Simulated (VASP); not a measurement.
# Zn2P (I4/mmm) in VASP: further runs, part 2 of 2

VASP 6.6.1. Earlier steps stand in the parts before.

## Step 3: Single point, PBE

This run uses another cell than the first one, of 15.55 Å³/atom.

File INCAR:

```
SYSTEM = Zn2P
ALGO = Normal ; EDIFF = 1E-6
ENCUT = 520 ; GGA = PE
ISIF = 2 ; ISMEAR = 0
LASPH = .TRUE. ; LCHARG = .FALSE.
LREAL = .FALSE. ; LWAVE = .FALSE.
NBANDS = 22 ; NELM = 100
PREC = Accurate ; SIGMA = 0.1
```

File KPOINTS:

```
k-points
0
G
  20 20 20
  0 0 0
```

File POSCAR:

```
Zn2P
1.0
   -1.4297449060      1.4297449060      5.7038475084
    1.4297449060     -1.4297449060      5.7038475084
    1.4297449060      1.4297449060     -5.7038475084
Zn P
2 1
Direct
    0.3335008478      0.3335008478      0.0000000000
    0.6664991522      0.6664991522      0.0000000000
    0.0000000000      0.0000000000      0.0000000000
```

Potentials or basis: VASP PAW PBE potentials, release 64 (Zn, P).

The run is started by

```
> cat potpaw_PBE.64/Zn/POTCAR potpaw_PBE.64/P/POTCAR > POTCAR
> mpirun -np 1 vasp_std > vasp.out
```

OUTCAR:

```text
SYSTEM = Zn2P
   EDIFF = 1E-6
   ENCUT = 520
   GGA = PE
   ISIF = 2
   ISMEAR = 0
   LASPH = .TRUE.
   LREAL = .FALSE.
   NELM = 100
   PREC = Accurate

 ion  position               nearest neighbor table
   1  0.334  0.334  0.000-   3 2.77   3 2.77   3 2.77   3 2.77   2 2.78   2 2.78   2 2.78   2 2.78

   2  0.666  0.666  0.000-   3 2.77   3 2.77   3 2.77   3 2.77   1 2.78   1 2.78   1 2.78   1 2.78

   3  0.000  0.000  0.000-   1 2.77   2 2.77   2 2.77   2 2.77   2 2.77   1 2.77   1 2.77   1 2.77

  LATTYP: Found a body centered tetragonal cell.
 ALAT       =     2.8594898120
 C/A-ratio  =     3.9894162130

  Lattice vectors:

 A1 = (  -1.4297449060,   1.4297449060,   5.7038475084)
 A2 = (   1.4297449060,  -1.4297449060,   5.7038475084)
 A3 = (   1.4297449060,   1.4297449060,  -5.7038475084)

Analysis of symmetry for initial positions (statically):
=====================================================================
 Subroutine PRICEL returns:
 Original cell was already a primitive cell.

 Routine SETGRP: Setting up the symmetry group for a
 body centered tetragonal supercell.

 Subroutine GETGRP returns: Found 16 space group operations
 (whereof 16 operations were pure point group operations)
 out of a pool of 16 trial point group operations.

The static configuration has the point symmetry D_4h.

Analysis of symmetry for dynamics (positions and initial velocities):
=====================================================================
 Subroutine PRICEL returns:
 Original cell was already a primitive cell.

 Routine SETGRP: Setting up the symmetry group for a
 body centered tetragonal supercell.

 Subroutine GETGRP returns: Found 16 space group operations
 (whereof 16 operations were pure point group operations)
 out of a pool of 16 trial point group operations.

The dynamic configuration has the point symmetry D_4h.

 Subroutine INISYM returns: Found 16 space group operations
 (whereof 16 operations are pure point group operations),
 and found     1 'primitive' translations

----------------------------------------------------------------------------------------

                                     Primitive cell

  volume of cell :      46.6385

  direct lattice vectors                    reciprocal lattice vectors
    -1.429744906  1.429744906  5.703847508     0.000000000  0.349712734  0.087660128
     1.429744906 -1.429744906  5.703847508     0.349712734  0.000000000  0.087660128
     1.429744906  1.429744906 -5.703847508     0.349712734  0.349712734  0.000000000

  length of vectors
     6.051629317  6.051629317  6.051629317     0.360531960  0.360531960  0.494568491

  position of ions in fractional coordinates (direct lattice)
     0.333500848  0.333500848  0.000000000
     0.666499152  0.666499152  0.000000000
     0.000000000  0.000000000  0.000000000

  ion indices of the primitive-cell ions
   primitive index   ion index
                 1           1
                 2           2
                 3           3

----------------------------------------------------------------------------------------

 KPOINTS: k-points

Automatic generation of k-mesh.
 Grid dimensions read from file:
 generate k-points for:   20   20   20

 Generating k-lattice:

  Cartesian coordinates                     Fractional coordinates (reciprocal lattice)
     0.000000000  0.017485637  0.004383006     0.050000000  0.000000000 -0.000000000
     0.017485637  0.000000000  0.004383006     0.000000000  0.050000000 -0.000000000
     0.017485637  0.017485637  0.000000000     0.000000000  0.000000000  0.050000000

  Length of vectors
     0.018026598  0.018026598  0.024728425

  Shift w.r.t. Gamma in fractional coordinates (k-lattice)
     0.000000000  0.000000000  0.000000000

 Subroutine IBZKPT returns following result:
 ===========================================

 Found    641 irreducible k-points:

 Following reciprocal coordinates:
            Coordinates               Weight
  0.000000  0.000000  0.000000      1.000000
  0.050000  0.000000  0.000000      8.000000
  0.100000  0.000000  0.000000      8.000000
  0.150000  0.000000  0.000000      8.000000
  0.200000  0.000000  0.000000      8.000000
  0.250000 -0.000000  0.000000      8.000000
[... 16 lines left out ...]
 -0.400000  0.050000 -0.000000     16.000000
 -0.350000  0.050000 -0.000000     16.000000
 [... further k-points ...]
   k-points           NKPTS =    641   k-points in BZ     NKDIM =    641   number of bands    NBANDS=     22
   number of dos      NEDOS =    301   number of ions     NIONS =      3
   total plane-waves  NPLWV = 110592
   dimension x,y,z NGX =    48 NGY =   48 NGZ =   48
   dimension x,y,z NGXF=    96 NGYF=   96 NGZF=   96
   ions per type =               2   1
   NGX,Y,Z   is equivalent  to a cutoff of  13.19, 13.19, 13.19 a.u.
   NGXF,Y,Z  is equivalent  to a cutoff of  26.37, 26.37, 26.37 a.u.
 SYSTEM =  Zn2P
   PREC   = accura    normal or accurate (medium, high low for compatibility)
   ISTART =      0    job   : 0-new  1-cont  2-samecut
   ICHARG =      2    charge: 1-file 2-atom 10-const
   ISPIN  =      1    spin polarized calculation?
   LNONCOLLINEAR =      F non collinear calculations
   LSORBIT =      F    spin-orbit coupling
   LASPH  =      T    aspherical Exc in radial PAW
   ENCUT  =  520.0 eV  38.22 Ry    6.18 a.u.  11.25 11.25 11.25*2*pi/ulx,y,z
   NELM   =    100;   NELMIN=  2; NELMDL= -5     # of ELM steps
   EDIFF  = 0.1E-05   stopping-criterion for ELM
   LREAL  =      F    real-space projection
   EDIFFG = 0.1E-04   stopping-criterion for IOM
   NSW    =      0    number of steps for IOM
   IBRION =     -1    ionic relax: 0-MD 1-quasi-New 2-CG
   NFREE  =      0    steps in history (QN), initial steepest desc. (CG)
   ISIF   =      2    stress and relaxation
   ISYM   =      2    0-nonsym 1-usesym 2-fastsym
   POTIM  = 0.5000    time-step for ionic-motion
   TEBEG  =    0.0;   TEEND  =   0.0 temperature during run
   PSTRESS=    0.0 pullay stress
   NELECT =      29.0000    total number of electrons
   NUPDOWN=      -1.0000    fix difference up-down
   EMIN   =  10.00;   EMAX   =-10.00  energy-range for DOS
   EFERMI =   0.00;   METHOD = LEGACY
   ISMEAR =     0;   SIGMA  =   0.10  broadening in eV -4-tet -1-fermi 0-gaus
   EFERMI_NEDOS =   21; number of points for ismear=-14 and -15
   IALGO  =     38    algorithm
   IMIX   =      4    mixing-type and parameters
     AMIX     =   0.40;   BMIX     =  1.00
     AMIX_MAG =   1.60;   BMIX_MAG =  1.00
  volume/ion in A,a.u.               =      15.55       104.91
  Fermi-wavevector in a.u.,A,eV,Ry     =   1.397309  2.640531 26.565005  1.952473
  Thomas-Fermi vector in A             =   2.520578
   LORBIT       =      0    0 simple, 1 ext, 2 COOP (PROOUT), +10 PAW based schemes
   GGA     = PE    functional components
   LHFCALC =     F    Hartree Fock is set to
   AEXX    =    0.0000 exact exchange contribution
   IVDW    =     0    specifies the selected vdW correction
   LEPSILON=     F    determine dielectric tensor
   LRPA    =     F    only Hartree local field effects (RPA)
 non-spin polarized calculation
 Gauss-broadening in eV      SIGMA  =   0.10
  energy-cutoff  :      520.00
  volume of cell :       46.64
 maximum number of plane-waves:      1285
 NGX is ok and might be reduce to    48
   NGX = 23   NGY = 23   NGZ = 23

 number of electron      29.0000002 magnetization

 Free energy of the ion-electron system (eV)
  ---------------------------------------------------
  ext. energy  EPLUGINS =         0.00000000
  ---------------------------------------------------
  free energy    TOTEN  =        -6.77238675 eV

  energy without entropy =       -6.76630858  energy(sigma->0) =       -6.76934767

 E-fermi :   4.9448     XC(G=0): -11.3442

 val. band max:        4.9434499859   @ k =  -0.3000  -0.4500   0.1000
 cond. band min:       4.9453703300   @ k =  -0.3000  -0.3500   0.1500
 fundamental gap:      0.0019203440
 Fermi energy:         4.9448119180

 k-point     1 :       0.0000    0.0000    0.0000
  band No.  band energies     occupation
      1      -8.5615      2.00000
      2      -3.2835      2.00000
      3      -3.0163      2.00000
      4      -2.9126      2.00000
      5      -2.6921      2.00000
      6      -2.4692      2.00000
[... 574 lines left out ...]
      6      -2.5055      2.00000
[... 14 lines left out ...]
     21      14.9185      0.00000
     22      15.5309      0.00000

 [... further k-points ...]

------------------------ aborting loop because EDIFF is reached ----------------------------------------

  FORCE on cell =-STRESS in cart. coord.  units (eV):
  Direction    XX          YY          ZZ          XY          YZ          ZX
  --------------------------------------------------------------------------------------
  -------------------------------------------------------------------------------------
  Total        0.0712800      0.0712800      0.0795127      0.0000000     -0.0000000     -0.0000000
  in kB        2.4486866      2.4486866      2.7315065      0.0000000     -0.0000000     -0.0000000
  external PRESSURE =       2.5429599 kB  Pullay stress =       0.0000000 kB

 VOLUME and BASIS-vectors are now :
 -----------------------------------------------------------------------------
  energy-cutoff  :      520.00
  volume of cell :       46.64
      direct lattice vectors                 reciprocal lattice vectors
    -1.429744906  1.429744906  5.703847508     0.000000000  0.349712734  0.087660128
     1.429744906 -1.429744906  5.703847508     0.349712734  0.000000000  0.087660128
     1.429744906  1.429744906 -5.703847508     0.349712734  0.349712734  0.000000000

 POSITION                                       TOTAL-FORCE (eV/Angst)
 -----------------------------------------------------------------------------------
      0.00000      0.00000      3.80448         0.000000      0.000000      0.002878
      0.00000      0.00000      7.60322        -0.000000     -0.000000     -0.002878
      0.00000      0.00000      0.00000         0.000000      0.000000      0.000000
 -----------------------------------------------------------------------------------
    total drift:                               -0.000000     -0.000000      0.000000

  FREE ENERGIE OF THE ION-ELECTRON SYSTEM (eV)
  ---------------------------------------------------
  free  energy   TOTEN  =        -6.7723867544 eV

  energy  without entropy=       -6.7663085812  energy(sigma->0) =       -6.76934767
```

OSZICAR:

```text
N       E                     dE             d eps       ncg     rms          rms(c)
DAV:   1     0.148715200146E+03    0.14872E+03   -0.13710E+04 28476   0.177E+03
DAV:   2     0.177687997067E+01   -0.14694E+03   -0.14092E+03 28632   0.324E+02
DAV:   3    -0.705708817789E+01   -0.88340E+01   -0.87205E+01 34046   0.804E+01
DAV:   4    -0.718053220356E+01   -0.12344E+00   -0.12333E+00 30472   0.894E+00
DAV:   5    -0.718181028054E+01   -0.12781E-02   -0.12780E-02 33818   0.915E-01    0.568E+00
DAV:   6    -0.680265386668E+01    0.37916E+00   -0.16763E+00 38702   0.271E+01    0.446E+00
DAV:   7    -0.678057670718E+01    0.22077E-01   -0.16380E-01 32920   0.614E+00    0.237E+00
DAV:   8    -0.677259861724E+01    0.79781E-02   -0.21351E-02 32272   0.112E+00    0.186E-01
DAV:   9    -0.677238355461E+01    0.21506E-03   -0.78556E-04 36978   0.308E-01    0.111E-01
DAV:  10    -0.677238301299E+01    0.54161E-06   -0.22995E-04 41850   0.186E-01    0.360E-02
DAV:  11    -0.677238690921E+01   -0.38962E-05   -0.59416E-05 31644   0.950E-02    0.508E-03
DAV:  12    -0.677238675445E+01    0.15476E-06   -0.21451E-06 23664   0.221E-02
   1 F= -.67723868E+01 E0= -.67693477E+01  d E =-.607817E-02
```

Run time: 41 min. Hardware: 1 thread of Intel Xeon 8259CL, shared host; peak memory 0.77 GiB.

Results:

- Free energy: -6.7724 eV
- Pressure: 0.3 GPa
- Band gap on the k mesh: zero (an odd number of electrons rules out a gap without spin polarisation)

Forces on the atoms (eV/Å):
```
Zn   0.000  0.000  0.003
Zn   0.000  0.000 -0.003
P    0.000  0.000  0.000
```
